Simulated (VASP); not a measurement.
# BN in VASP: a series of runs, part 2 of 2

VASP 6.6.1.

## 5. Single point, r2SCAN

This run uses another cell than the first one.

POSCAR

```
BN
1.0
    2.5360000000      0.0000000000      0.0000000000
   -1.2680000000      2.1962400000      0.0000000000
    0.0000000000      0.0000000000      9.1990000000
B N
2 2
Direct
    0.6666666667      0.3333333333      0.0000000000
    0.3333333333      0.6666666667      0.2282313295
    0.6666666667      0.3333333333      0.1711734971
    0.3333333333      0.6666666667      0.3994048266
```

INCAR.step1

```
  PREC = Accurate
  ENCUT = 580
  ISMEAR = 0
  SIGMA = 0.1
  LREAL = False
  LASPH = True
  NELM = 120
  NBANDS = 16
  GGA = PE
  ALGO = Normal
  EDIFF = 1E-5
  LWAVE = True
  LCHARG = False
  GGA_COMPAT = False
  NELMDL = -8
```

INCAR.step2

```
  PREC = Accurate
  ENCUT = 580
  EDIFF = 1E-6
  ISMEAR = 0
  SIGMA = 0.1
  LREAL = False
  LASPH = True
  NELM = 120
  ALGO = Normal
  ISIF = 2
  LWAVE = False
  LCHARG = False
  METAGGA = R2SCAN
  LMIXTAU = True
  NBANDS = 16
  ISTART = 1
  GGA_COMPAT = False
```

KPOINTS

```
regular mesh
0
Gamma
  6 6 3
```

Potentials or basis: VASP PAW PBE potentials, release 64 (B, N).

Command:

```console
> cat potpaw_PBE.64/B/POTCAR potpaw_PBE.64/N/POTCAR > POTCAR
> cp INCAR.step1 INCAR
> mpirun -np 1 vasp_std > vasp.out
> cp INCAR.step2 INCAR
> mpirun -np 1 vasp_std > vasp.out
```

OUTCAR:

```text
PREC = Accurate
   ENCUT = 580
   EDIFF = 1E-6
   ISMEAR = 0
   LREAL = False
   LASPH = True
   NELM = 120
   ISIF = 2
   METAGGA = R2SCAN
   ISTART = 1

 ion  position               nearest neighbor table
   1  0.667  0.333  0.000-   3 1.57
   2  0.333  0.667  0.228-   3 1.56   3 1.56   3 1.56   4 1.57
   3  0.667  0.333  0.171-   2 1.56   2 1.56   2 1.56   1 1.57
   4  0.333  0.667  0.399-   2 1.57

  LATTYP: Found a hexagonal cell.
 ALAT       =     2.5360000000
 C/A-ratio  =     3.6273659306

  Lattice vectors:

 A1 = (   2.5360000000,   0.0000000000,   0.0000000000)
 A2 = (  -1.2680000000,   2.1962400000,   0.0000000000)
 A3 = (   0.0000000000,   0.0000000000,   9.1990000000)

Analysis of symmetry for initial positions (statically):
=====================================================================
 Subroutine PRICEL returns:
 Original cell was already a primitive cell.

 Routine SETGRP: Setting up the symmetry group for a
 hexagonal supercell.

 Subroutine GETGRP returns: Found  6 space group operations
 (whereof  6 operations were pure point group operations)
 out of a pool of 24 trial point group operations.

The static configuration has the point symmetry C_3v.

Analysis of symmetry for dynamics (positions and initial velocities):
=====================================================================
 Subroutine PRICEL returns:
 Original cell was already a primitive cell.

 Routine SETGRP: Setting up the symmetry group for a
 hexagonal supercell.

 Subroutine GETGRP returns: Found  6 space group operations
 (whereof  6 operations were pure point group operations)
 out of a pool of 24 trial point group operations.

The dynamic configuration has the point symmetry C_3v.

 Subroutine INISYM returns: Found  6 space group operations
 (whereof  6 operations are pure point group operations),
 and found     1 'primitive' translations

----------------------------------------------------------------------------------------

                                     Primitive cell

  volume of cell :      51.2353

  direct lattice vectors                    reciprocal lattice vectors
     2.536000000  0.000000000  0.000000000     0.394321767  0.227661822  0.000000000
    -1.268000000  2.196240000  0.000000000     0.000000000  0.455323644  0.000000000
     0.000000000  0.000000000  9.199000000     0.000000000  0.000000000  0.108707468

  length of vectors
     2.536000000  2.535999633  9.199000000     0.455323578  0.455323644  0.108707468

  position of ions in fractional coordinates (direct lattice)
     0.666666667  0.333333333  0.000000000
     0.333333333  0.666666667  0.228231329
     0.666666667  0.333333333  0.171173497
     0.333333333  0.666666667  0.399404827

  ion indices of the primitive-cell ions
   primitive index   ion index
                 1           1
                 2           2
                 3           3
                 4           4

----------------------------------------------------------------------------------------

 KPOINTS: regular mesh

Automatic generation of k-mesh.
 Grid dimensions read from file:
 generate k-points for:    6    6    3

 Generating k-lattice:

  Cartesian coordinates                     Fractional coordinates (reciprocal lattice)
     0.065720294  0.037943637  0.000000000     0.166666667  0.000000000  0.000000000
     0.000000000  0.075887274  0.000000000     0.000000000  0.166666667  0.000000000
     0.000000000  0.000000000  0.036235823     0.000000000  0.000000000  0.333333333

  Length of vectors
     0.075887263  0.075887274  0.036235823

  Shift w.r.t. Gamma in fractional coordinates (k-lattice)
     0.000000000  0.000000000  0.000000000

 Subroutine IBZKPT returns following result:
 ===========================================

 Found     17 irreducible k-points:

 Following reciprocal coordinates:
            Coordinates               Weight
  0.000000  0.000000  0.000000      1.000000
  0.166667 -0.000000  0.000000      6.000000
  0.333333 -0.000000  0.000000      6.000000
  0.500000 -0.000000  0.000000      3.000000
  0.166667  0.166667  0.000000      6.000000
  0.333333  0.166667  0.000000     12.000000
[... 9 lines left out ...]
 -0.166667  0.500000  0.333333     12.000000
  0.333333  0.333333  0.333333      4.000000
   k-points           NKPTS =     17   k-points in BZ     NKDIM =     17   number of bands    NBANDS=     16
   number of dos      NEDOS =    301   number of ions     NIONS =      4
   total plane-waves  NPLWV =  28800
   dimension x,y,z NGX =    20 NGY =   20 NGZ =   72
   dimension x,y,z NGXF=    40 NGYF=   40 NGZF=  144
   ions per type =               2   2
   NGX,Y,Z   is equivalent  to a cutoff of  13.11, 13.11, 13.01 a.u.
   NGXF,Y,Z  is equivalent  to a cutoff of  26.22, 26.22, 26.02 a.u.
 SYSTEM =  unknown system
   PREC   = accura    normal or accurate (medium, high low for compatibility)
   ISTART =      1    job   : 0-new  1-cont  2-samecut
   ICHARG =      0    charge: 1-file 2-atom 10-const
   ISPIN  =      1    spin polarized calculation?
   LNONCOLLINEAR =      F non collinear calculations
   LSORBIT =      F    spin-orbit coupling
   LASPH  =      T    aspherical Exc in radial PAW
   ENCUT  =  580.0 eV  42.63 Ry    6.53 a.u.   4.98  4.98 18.06*2*pi/ulx,y,z
   NELM   =    120;   NELMIN=  2; NELMDL=  0     # of ELM steps
   EDIFF  = 0.1E-05   stopping-criterion for ELM
   LREAL  =      F    real-space projection
[... 7 lines left out ...]
   TEBEG  =    0.0;   TEEND  =   0.0 temperature during run
   PSTRESS=    0.0 pullay stress
   NELECT =      16.0000    total number of electrons
   NUPDOWN=      -1.0000    fix difference up-down
   EMIN   =  10.00;   EMAX   =-10.00  energy-range for DOS
   EFERMI =   0.00;   METHOD = LEGACY
   ISMEAR =     0;   SIGMA  =   0.10  broadening in eV -4-tet -1-fermi 0-gaus
   EFERMI_NEDOS =   21; number of points for ismear=-14 and -15
   IALGO  =     38    algorithm
   IMIX   =      4    mixing-type and parameters
     AMIX     =   0.40;   BMIX     =  1.00
     AMIX_MAG =   1.60;   BMIX_MAG =  1.00
  volume/ion in A,a.u.               =      12.81        86.44
  Fermi-wavevector in a.u.,A,eV,Ry     =   1.110687  2.098894 16.784489  1.233625
  Thomas-Fermi vector in A             =   2.247241
   LORBIT       =      0    0 simple, 1 ext, 2 COOP (PROOUT), +10 PAW based schemes
   METAGGA = R2SCAN    functional components
   LHFCALC =     F    Hartree Fock is set to
   AEXX    =    0.0000 exact exchange contribution
   IVDW    =     0    specifies the selected vdW correction
   LEPSILON=     F    determine dielectric tensor
   LRPA    =     F    only Hartree local field effects (RPA)
 non-spin polarized calculation
 Gauss-broadening in eV      SIGMA  =   0.10
  energy-cutoff  :      580.00
  volume of cell :       51.24
 maximum number of plane-waves:      1656
   NGX =  9   NGY =  9   NGZ = 37

 number of electron      15.9999999 magnetization

 Free energy of the ion-electron system (eV)
  ---------------------------------------------------
  ext. energy  EPLUGINS =         0.00000000
  ---------------------------------------------------
  free energy    TOTEN  =       -29.38068851 eV

  energy without entropy =      -29.36046528  energy(sigma->0) =      -29.37057689

 E-fermi :   0.3626     XC(G=0):  -8.6925

 val. band max:        0.3567461425   @ k =   0.3333   0.3333   0.3333
 cond. band min:       0.4070823656   @ k =  -0.1667   0.5000   0.3333
 fundamental gap:      0.0503362230
 Fermi energy:         0.3625583119

 k-point     1 :       0.0000    0.0000    0.0000
  band No.  band energies     occupation
      1     -20.9830      2.00000
      2     -16.0552      2.00000
      3     -10.0157      2.00000
      4      -5.4002      2.00000
      5      -2.2151      2.00000
      6      -2.1951      2.00000
[... 8 lines left out ...]
     15      11.0018      0.00000
     16      11.0018      0.00000
[... 286 lines left out ...]
 k-point    17 :       0.3333    0.3333    0.3333
  band No.  band energies     occupation
      1     -16.8627      2.00000
      2     -13.4551      2.00000
      3      -8.9831      2.00000
      4      -8.9542      2.00000
      5      -6.7413      2.00000
      6      -1.9918      2.00000
[... 8 lines left out ...]
     15      15.2221      0.00000
     16      15.3525      0.00000

------------------------ aborting loop because EDIFF is reached ----------------------------------------

  FORCE on cell =-STRESS in cart. coord.  units (eV):
  Direction    XX          YY          ZZ          XY          YZ          ZX
  --------------------------------------------------------------------------------------
  -------------------------------------------------------------------------------------
  Total       -5.0945367     -5.0945347     -3.2940802      0.0000000      0.0000000      0.0000000
  in kB     -159.3109445   -159.3108829   -103.0089786      0.0000000      0.0000000      0.0000000
  external PRESSURE =    -140.5436020 kB  Pullay stress =       0.0000000 kB

 VOLUME and BASIS-vectors are now :
 -----------------------------------------------------------------------------
  energy-cutoff  :      580.00
  volume of cell :       51.24
      direct lattice vectors                 reciprocal lattice vectors
     2.536000000  0.000000000  0.000000000     0.394321767  0.227661822  0.000000000
    -1.268000000  2.196240000  0.000000000     0.000000000  0.455323644  0.000000000
     0.000000000  0.000000000  9.199000000     0.000000000  0.000000000  0.108707468

 POSITION                                       TOTAL-FORCE (eV/Angst)
 -----------------------------------------------------------------------------------
      1.26800      0.73208      0.00000         0.000000      0.000000      1.479680
     -0.00000      1.46416      2.09950         0.000000      0.000000      1.280778
      1.26800      0.73208      1.57462        -0.000000     -0.000000     -2.058148
     -0.00000      1.46416      3.67412         0.000000      0.000000     -0.702310
 -----------------------------------------------------------------------------------
    total drift:                               -0.000000      0.000008      0.000642

  FREE ENERGIE OF THE ION-ELECTRON SYSTEM (eV)
  ---------------------------------------------------
  free  energy   TOTEN  =       -29.3806885067 eV

  energy  without entropy=      -29.3604652786  energy(sigma->0) =      -29.37057689
```

It took 38 s on 1 thread of Intel Xeon 6975P-C (Granite Rapids), shared host; peak memory 0.17 GiB.

What came out:

- Free energy: -29.3807 eV
- Largest force: 2.058 eV/Å
- Band gap on the k mesh: zero (bands 8 and 9 overlap by 2.34 eV)

Forces on the atoms (eV/Å):
```
B    0.000  0.000  1.480
B    0.000  0.000  1.281
N    0.000  0.000 -2.058
N    0.000  0.000 -0.702
```

Levels at points of the mesh, in eV from the Fermi level:
```tsv
k point	band 5	band 6	band 7	band 8	band 9	band 10	band 11	band 12
(0.00, 0.00, 0.00)	-2.58	-2.56	-2.56	2.24	2.24	5.84	8.05	8.91
(0.50, 0.00, 0.00)	-5.25	-3.60	-2.76	-1.58	-0.10	1.11	6.45	7.08
```

Caveat: the k points lie up to 0.48 Å⁻¹ apart, too coarse for converged energies and pressures of a metal; the PAW data sets were made with another functional, which shifts forces and pressure a little.

## 6. Summary

```tsv
cell	gap on the mesh (eV)	largest force (eV/Å)
a = 2.536, b = 2.536, c = 5.199 Å, angles 90.0, 90.0, 120.0°, 4 atoms	none	4.59
a = 2.536, b = 2.536, c = 6.199 Å, angles 90.0, 90.0, 120.0°, 4 atoms	none	1.91
a = 2.536, b = 2.536, c = 7.199 Å, angles 90.0, 90.0, 120.0°, 4 atoms	none	2.02
a = 2.536, b = 2.536, c = 9.199 Å, angles 90.0, 90.0, 120.0°, 4 atoms	none	2.06
```

Alike in all rows: task single point; level r2SCAN; potentials or basis VASP PAW PBE potentials, release 64 (B, N); no spin polarisation; k mesh 6 × 6 × 3; cutoff (eV) 580; smearing gaussian 0.1 eV.

Caveats: all runs use coarse meshes; the PAW data sets were made with another functional, which shifts forces and pressure a little.

Total energies depend on the potentials used, so only differences within one code and one set of settings carry meaning.
